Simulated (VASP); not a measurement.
# HoSiI4 (P-6m2) in VASP: notebook

HoSiI4 is run at these levels: PBE; tasks: single point.

Program: VASP 6.6.1. These are calculated values, not measurements. Logs are shortened: lines on timing, memory, paths and dates and some standing lists are left out, and cuts for length are marked.

## (1) The cell of the first run

It takes space group P-6m2 (No. 187, hexagonal). The conventional cell has a = 8.256 Å, b = 8.256 Å, c = 4.199 Å, α = 90.00°, β = 90.00°, γ = 120.00°. Within 5.5 Å of Ho (site symmetry -6m2) lie 2 Ho at 4.20 Å and 15 I at 4.64 to 4.77 Å and 3 Si at 4.77 Å. Si (site symmetry -6m2) has 6 I at 2.96 Å within 3.9 Å. I (site symmetry -6m2) has 8 I at 3.40 to 4.20 Å within 4.5 Å. Within 3.9 Å of I (site symmetry mm2) lie 2 Si at 2.96 Å and 4 I at 3.40 to 3.62 Å.

The cell was built from a structure type or drawn by symmetry, and may not be a known phase.

## (2) Single point, PBE

Contents of INCAR:

```
ALGO = Normal
EDIFF = 1E-6
ENCUT = 500
GGA = PE
GGA_COMPAT = F
ISIF = 2
ISMEAR = 0
LASPH = T
LCHARG = F
LMAXMIX = 6
LREAL = F
LWAVE = F
NBANDS = 30
NELM = 200
PREC = Accurate
SIGMA = 0.2
```

Contents of KPOINTS:

```
k-points
0
Gamma
  3 3 3
```

Contents of POSCAR:

```
HoSiI4
1.0
    8.2559904789     -0.0000000034      0.0000000000
   -4.1279952365      7.1498974899      0.0000000000
    0.0000000000      0.0000000000      4.1991202648
Ho Si I
1 1 4
Direct
    0.3333333333      0.6666666667      0.0000000000
    0.6666666667      0.3333333333      0.0000000000
    0.0000000000      0.0000000000      0.0000000000
    0.3743248826      0.1871624413      0.5000000000
    0.8128375587      0.1871624413      0.5000000000
    0.8128375587      0.6256751174      0.5000000000
```

Potentials or basis: VASP PAW PBE potentials, release 64 (Ho_3, Si, I), 4f in core.

On the command line:

```sh
$ cat potpaw_PBE.64/Ho_3/POTCAR potpaw_PBE.64/Si/POTCAR potpaw_PBE.64/I/POTCAR > POTCAR
$ mpirun -np 1 vasp_std > vasp.out
```

OUTCAR:

```text
EDIFF = 1E-6
   ENCUT = 500
   GGA = PE
   ISIF = 2
   ISMEAR = 0
   LASPH = T
   LREAL = F
   NELM = 200
   PREC = Accurate

 ion  position               nearest neighbor table
   1  0.333  0.667  0.000-
   2  0.667  0.333  0.000-   5 2.96   5 2.96   4 2.96   4 2.96   6 2.96   6 2.96
   3  0.000  0.000  0.000-   5 3.40   5 3.40   4 3.40   4 3.40   6 3.40   6 3.40
   4  0.374  0.187  0.500-   2 2.96   2 2.96   3 3.40   3 3.40
   5  0.813  0.187  0.500-   2 2.96   2 2.96   3 3.40   3 3.40
   6  0.813  0.626  0.500-   2 2.96   2 2.96   3 3.40   3 3.40

  LATTYP: Found a hexagonal cell.
 ALAT       =     8.2559904789
 C/A-ratio  =     0.5086149597

  Lattice vectors:

 A1 = (   8.2559904789,  -0.0000000034,   0.0000000000)
 A2 = (  -4.1279952365,   7.1498974899,   0.0000000000)
 A3 = (   0.0000000000,   0.0000000000,   4.1991202648)

Analysis of symmetry for initial positions (statically):
=====================================================================
 Subroutine PRICEL returns:
 Original cell was already a primitive cell.

 Routine SETGRP: Setting up the symmetry group for a
 hexagonal supercell.

 Subroutine GETGRP returns: Found 12 space group operations
 (whereof 12 operations were pure point group operations)
 out of a pool of 24 trial point group operations.

The static configuration has the point symmetry D_3h.

Analysis of symmetry for dynamics (positions and initial velocities):
=====================================================================
 Subroutine PRICEL returns:
 Original cell was already a primitive cell.

 Routine SETGRP: Setting up the symmetry group for a
 hexagonal supercell.

 Subroutine GETGRP returns: Found 12 space group operations
 (whereof 12 operations were pure point group operations)
 out of a pool of 24 trial point group operations.

The dynamic configuration has the point symmetry D_3h.

 Subroutine INISYM returns: Found 12 space group operations
 (whereof 12 operations are pure point group operations),
 and found     1 'primitive' translations

----------------------------------------------------------------------------------------

                                     Primitive cell

  volume of cell :     247.8719

  direct lattice vectors                    reciprocal lattice vectors
     8.255990479 -0.000000003  0.000000000     0.121124171  0.069931073  0.000000000
    -4.127995237  7.149897490  0.000000000     0.000000000  0.139862145  0.000000000
     0.000000000  0.000000000  4.199120265     0.000000000  0.000000000  0.238145120

  length of vectors
     8.255990479  8.255990479  4.199120265     0.139862145  0.139862145  0.238145120

  position of ions in fractional coordinates (direct lattice)
     0.333333333  0.666666667  0.000000000
     0.666666667  0.333333333  0.000000000
     0.000000000  0.000000000  0.000000000
     0.374324883  0.187162441  0.500000000
     0.812837559  0.187162441  0.500000000
     0.812837559  0.625675117  0.500000000

  ion indices of the primitive-cell ions
   primitive index   ion index
                 1           1
                 2           2
                 3           3
                 4           4
                 5           5
                 6           6

----------------------------------------------------------------------------------------

 KPOINTS: k-points

Automatic generation of k-mesh.
 Grid dimensions read from file:
 generate k-points for:    3    3    3

 Generating k-lattice:

  Cartesian coordinates                     Fractional coordinates (reciprocal lattice)
     0.040374724  0.023310358  0.000000000     0.333333333  0.000000000  0.000000000
     0.000000000  0.046620715  0.000000000     0.000000000  0.333333333  0.000000000
     0.000000000  0.000000000  0.079381707     0.000000000  0.000000000  0.333333333

  Length of vectors
     0.046620715  0.046620715  0.079381707

  Shift w.r.t. Gamma in fractional coordinates (k-lattice)
     0.000000000  0.000000000  0.000000000

 Subroutine IBZKPT returns following result:
 ===========================================

 Found      6 irreducible k-points:

 Following reciprocal coordinates:
            Coordinates               Weight
  0.000000  0.000000  0.000000      1.000000
  0.333333  0.000000  0.000000      6.000000
  0.333333  0.333333  0.000000      2.000000
  0.000000  0.000000  0.333333      2.000000
  0.333333  0.000000  0.333333     12.000000
  0.333333  0.333333  0.333333      4.000000
   k-points           NKPTS =      6   k-points in BZ     NKDIM =      6   number of bands    NBANDS=     30
   number of dos      NEDOS =    301   number of ions     NIONS =      6
   total plane-waves  NPLWV = 115200
   dimension x,y,z NGX =    60 NGY =   60 NGZ =   32
   dimension x,y,z NGXF=   120 NGYF=  120 NGZF=   64
   ions per type =               1   1   4
   NGX,Y,Z   is equivalent  to a cutoff of  12.08, 12.08, 12.67 a.u.
   NGXF,Y,Z  is equivalent  to a cutoff of  24.16, 24.16, 25.34 a.u.
 SYSTEM =  unknown system
   PREC   = accura    normal or accurate (medium, high low for compatibility)
   ISTART =      0    job   : 0-new  1-cont  2-samecut
   ICHARG =      2    charge: 1-file 2-atom 10-const
   ISPIN  =      1    spin polarized calculation?
   LNONCOLLINEAR =      F non collinear calculations
   LSORBIT =      F    spin-orbit coupling
   LASPH  =      T    aspherical Exc in radial PAW
   ENCUT  =  500.0 eV  36.75 Ry    6.06 a.u.  15.05 15.05  7.66*2*pi/ulx,y,z
   NELM   =    200;   NELMIN=  2; NELMDL= -5     # of ELM steps
   EDIFF  = 0.1E-05   stopping-criterion for ELM
   LREAL  =      F    real-space projection
   EDIFFG = 0.1E-04   stopping-criterion for IOM
   NSW    =      0    number of steps for IOM
   IBRION =     -1    ionic relax: 0-MD 1-quasi-New 2-CG
   NFREE  =      0    steps in history (QN), initial steepest desc. (CG)
   ISIF   =      2    stress and relaxation
   ISYM   =      2    0-nonsym 1-usesym 2-fastsym
   POTIM  = 0.5000    time-step for ionic-motion
   TEBEG  =    0.0;   TEEND  =   0.0 temperature during run
   PSTRESS=    0.0 pullay stress
   NELECT =      41.0000    total number of electrons
   NUPDOWN=      -1.0000    fix difference up-down
   EMIN   =  10.00;   EMAX   =-10.00  energy-range for DOS
   EFERMI =   0.00;   METHOD = LEGACY
   ISMEAR =     0;   SIGMA  =   0.20  broadening in eV -4-tet -1-fermi 0-gaus
   EFERMI_NEDOS =   21; number of points for ismear=-14 and -15
   IALGO  =     38    algorithm
   IMIX   =      4    mixing-type and parameters
     AMIX     =   0.40;   BMIX     =  1.00
     AMIX_MAG =   1.60;   BMIX_MAG =  1.00
  volume/ion in A,a.u.               =      41.31       278.79
  Fermi-wavevector in a.u.,A,eV,Ry     =   0.898656  1.698214 10.987839  0.807583
  Thomas-Fermi vector in A             =   2.021393
   LORBIT       =      0    0 simple, 1 ext, 2 COOP (PROOUT), +10 PAW based schemes
   GGA     = PE    functional components
   LHFCALC =     F    Hartree Fock is set to
   AEXX    =    0.0000 exact exchange contribution
   IVDW    =     0    specifies the selected vdW correction
   LEPSILON=     F    determine dielectric tensor
   LRPA    =     F    only Hartree local field effects (RPA)
 non-spin polarized calculation
 Gauss-broadening in eV      SIGMA  =   0.20
  energy-cutoff  :      500.00
  volume of cell :      247.87
 maximum number of plane-waves:      6327
   NGX = 31   NGY = 31   NGZ = 15

 number of electron      41.0000001 magnetization

 Free energy of the ion-electron system (eV)
  ---------------------------------------------------
  ext. energy  EPLUGINS =         0.00000000
  ---------------------------------------------------
  free energy    TOTEN  =       -13.16452598 eV

  energy without entropy =      -13.09792609  energy(sigma->0) =      -13.13122604

 E-fermi :   3.2238     XC(G=0):  -8.0917

 val. band max:        3.1473948901   @ k =   0.0000   0.0000   0.3333
 cond. band min:       3.4011580304   @ k =   0.0000   0.0000   0.0000
 fundamental gap:      0.2537631404
 Fermi energy:         3.2238416212

 k-point     1 :       0.0000    0.0000    0.0000
  band No.  band energies     occupation
      1     -23.9713      2.00000
      2     -23.9713      2.00000
      3     -23.7335      2.00000
      4     -10.4704      2.00000
      5      -9.4173      2.00000
      6      -9.4173      2.00000
[... 22 lines left out ...]
     29       6.1878      0.00000
     30       6.7698      0.00000

 k-point     2 :       0.3333    0.0000    0.0000
  band No.  band energies     occupation
      1     -23.9713      2.00000
      2     -23.9713      2.00000
      3     -23.7335      2.00000
      4     -10.3419      2.00000
      5      -9.7607      2.00000
      6      -9.4183      2.00000
[... 22 lines left out ...]
     29       5.6693      0.00000
     30       5.8584      0.00000

 k-point     3 :       0.3333    0.3333    0.0000
  band No.  band energies     occupation
      1     -23.9713      2.00000
      2     -23.9713      2.00000
      3     -23.7335      2.00000
      4     -10.2117      2.00000
      5      -9.9639      2.00000
      6      -9.4201      2.00000
[... 22 lines left out ...]
     29       5.4822      0.00000
     30       5.6932      0.00000

 k-point     4 :       0.0000    0.0000    0.3333
  band No.  band energies     occupation
      1     -23.9689      2.00000
      2     -23.9689      2.00000
      3     -23.7640      2.00000
      4     -10.0412      2.00000
      5      -9.2232      2.00000
      6      -9.2232      2.00000
[... 22 lines left out ...]
     29       6.6913      0.00000
     30       6.8306      0.00000

 k-point     5 :       0.3333    0.0000    0.3333
  band No.  band energies     occupation
      1     -23.9689      2.00000
      2     -23.9689      2.00000
      3     -23.7640      2.00000
      4      -9.9594      2.00000
      5      -9.4150      2.00000
      6      -9.2242      2.00000
[... 22 lines left out ...]
     29       6.6053      0.00000
     30       6.9410      0.00000

 k-point     6 :       0.3333    0.3333    0.3333
  band No.  band energies     occupation
      1     -23.9689      2.00000
      2     -23.9689      2.00000
      3     -23.7640      2.00000
      4      -9.8987      2.00000
      5      -9.5169      2.00000
      6      -9.2253      2.00000
[... 22 lines left out ...]
     29       6.5906      0.00000
     30       6.8634      0.00000

------------------------ aborting loop because EDIFF is reached ----------------------------------------

  FORCE on cell =-STRESS in cart. coord.  units (eV):
  Direction    XX          YY          ZZ          XY          YZ          ZX
  --------------------------------------------------------------------------------------
  -------------------------------------------------------------------------------------
  Total        0.1057658      0.1057658     -0.0201885      0.0000000      0.0000000      0.0000000
  in kB        0.6836414      0.6836414     -0.1304927      0.0000000      0.0000000      0.0000000
  external PRESSURE =       0.4122634 kB  Pullay stress =       0.0000000 kB

 VOLUME and BASIS-vectors are now :
 -----------------------------------------------------------------------------
  energy-cutoff  :      500.00
  volume of cell :      247.87
      direct lattice vectors                 reciprocal lattice vectors
     8.255990479 -0.000000003  0.000000000     0.121124171  0.069931073  0.000000000
    -4.127995237  7.149897490  0.000000000     0.000000000  0.139862145  0.000000000
     0.000000000  0.000000000  4.199120265     0.000000000  0.000000000  0.238145120

 POSITION                                       TOTAL-FORCE (eV/Angst)
 -----------------------------------------------------------------------------------
      0.00000      4.76660      0.00000         0.000000     -0.000000     -0.000000
      4.12800      2.38330      0.00000         0.000000     -0.000000     -0.000000
      0.00000      0.00000      0.00000         0.000000     -0.000000     -0.000000
      2.31782      1.33819      2.09956         0.039332      0.022709      0.000000
      5.93817      1.33819      2.09956        -0.039332      0.022709      0.000000
      4.12800      4.47351      2.09956        -0.000000     -0.045417     -0.000000
 -----------------------------------------------------------------------------------
    total drift:                               -0.000000      0.000000     -0.000000

  FREE ENERGIE OF THE ION-ELECTRON SYSTEM (eV)
  ---------------------------------------------------
  free  energy   TOTEN  =       -13.1645259782 eV

  energy  without entropy=      -13.0979260925  energy(sigma->0) =      -13.13122604
```

Wall time 38 s (1 thread of Intel Xeon 6975P-C (Granite Rapids), shared host); peak memory 0.33 GiB.

What came out:

* Free energy: -13.1645 eV
* Pressure: 0.0 GPa
* Largest force: 0.045 eV/Å
* Band gap on the k mesh: zero (an odd number of electrons rules out a gap without spin polarisation)

Forces in eV/Å, atoms in the order of the input:
```
Ho   0.000  0.000  0.000
Si   0.000  0.000  0.000
I    0.000  0.000  0.000
I    0.039  0.023  0.000
I   -0.039  0.023  0.000
I    0.000 -0.045  0.000
```

Stress tensor (GPa, compression positive):
```
 0.07  0.00  0.00
 0.00  0.07  0.00
 0.00  0.00 -0.01
```

Levels at points of the mesh, in eV from the Fermi level:
```csv
k point,band 19,band 20,band 21,band 22,band 23,band 24
"(0.00, 0.00, 0.00)",-1.12,-0.96,-0.96,0.18,0.58,0.58
```

Caveat: the k points lie up to 0.50 Å⁻¹ apart, too coarse for converged energies and pressures of a metal; spin-orbit coupling is left out, which moves the levels of the heavy elements; the 4f electrons are frozen in the core, so they carry no moment and show no levels; an odd number of electrons without spin polarisation forces a metal; a magnetic or distorted state may lie lower; the run has no spin polarisation, though such a crystal can be magnetic. Spin polarisation is off, so any magnetic state and its effect on volume and gap are missing.

## (3) Single point, PBE

This run uses another cell than the first one, of 38.08 Å³/atom.

Contents of INCAR:

```
  PREC = Accurate
  ENCUT = 500
  EDIFF = 1E-6
  ISMEAR = 0
  SIGMA = 0.1
  LREAL = F
  LASPH = T
  NELM = 200
  ALGO = Normal
  ISIF = 2
  LWAVE = F
  LCHARG = F
  GGA = PE
  NBANDS = 30
  GGA_COMPAT = F
  LMAXMIX = 6
```

Contents of KPOINTS:

```
regular mesh
0
Gamma
  6 6 1
```

Contents of POSCAR:

```
HoSiI4
1.0
    4.0902351494      0.0000000000      0.0000000000
   -2.0451175747      3.5422475468      0.0000000000
    0.0000000000      0.0000000000     15.7715041717
Ho Si I
1 1 4
Direct
    0.6666666667      0.3333333333      0.5000000000
    0.6666666667      0.3333333333      0.0000000000
    0.3333333333      0.6666666667      0.6249241467
    0.0000000000      0.0000000000      0.8803383396
    0.0000000000      0.0000000000      0.1196616604
    0.3333333333      0.6666666667      0.3750758533
```

Potentials or basis: VASP PAW PBE potentials, release 64 (Ho_3, Si, I), 4f in core.

On the command line:

```sh
$ cat potpaw_PBE.64/Ho_3/POTCAR potpaw_PBE.64/Si/POTCAR potpaw_PBE.64/I/POTCAR > POTCAR
$ mpirun -np 1 vasp_std > vasp.out
```

Wall time 44 s (1 thread of Intel Xeon 6975P-C (Granite Rapids), shared host); peak memory 0.32 GiB.

Results (log left out):

```
Free energy            : -19.4388 eV
Pressure               : 0.1 GPa
Largest force          : 0.023 eV/Å
Band gap on the k mesh : zero (an odd number of electrons rules out a gap without spin polarisation)
```

Forces on the atoms (eV/Å):
```
Ho   0.000  0.000  0.000
Si   0.000  0.000  0.000
I    0.000  0.000  0.023
I    0.000  0.000 -0.021
I    0.000  0.000  0.021
I    0.000  0.000 -0.023
```

Stress tensor (GPa, compression positive):
```
0.00 0.00 0.00
0.00 0.00 0.00
0.00 0.00 0.30
```

Levels at points of the mesh, in eV from the Fermi level:
| k point | band 16 | band 17 | band 18 | band 19 | band 20 | band 21 | band 22 | band 23 | band 24 | band 25 |
| --- | --- | --- | --- | --- | --- | --- | --- | --- | --- | --- |
| (0.00, 0.00, 0.00) | -2.87 | -2.87 | -2.28 | -2.16 | -2.16 | 0.53 | 0.69 | 0.69 | 0.91 | 1.54 |
| (0.50, 0.00, 0.00) | -3.55 | -3.33 | -2.86 | -2.85 | -2.76 | -0.38 | 0.23 | 0.92 | 1.30 | 2.38 |

Caveat: the k points lie up to 0.40 Å⁻¹ apart, too coarse for converged energies and pressures of a metal; spin-orbit coupling is left out, which moves the levels of the heavy elements; this functional lacks dispersion, which binds the layers, so the pressure and a relaxed spacing across them are unreliable; the 4f electrons are frozen in the core, so they carry no moment and show no levels; an odd number of electrons without spin polarisation forces a metal; a magnetic or distorted state may lie lower; the run has no spin polarisation, though such a crystal can be magnetic.
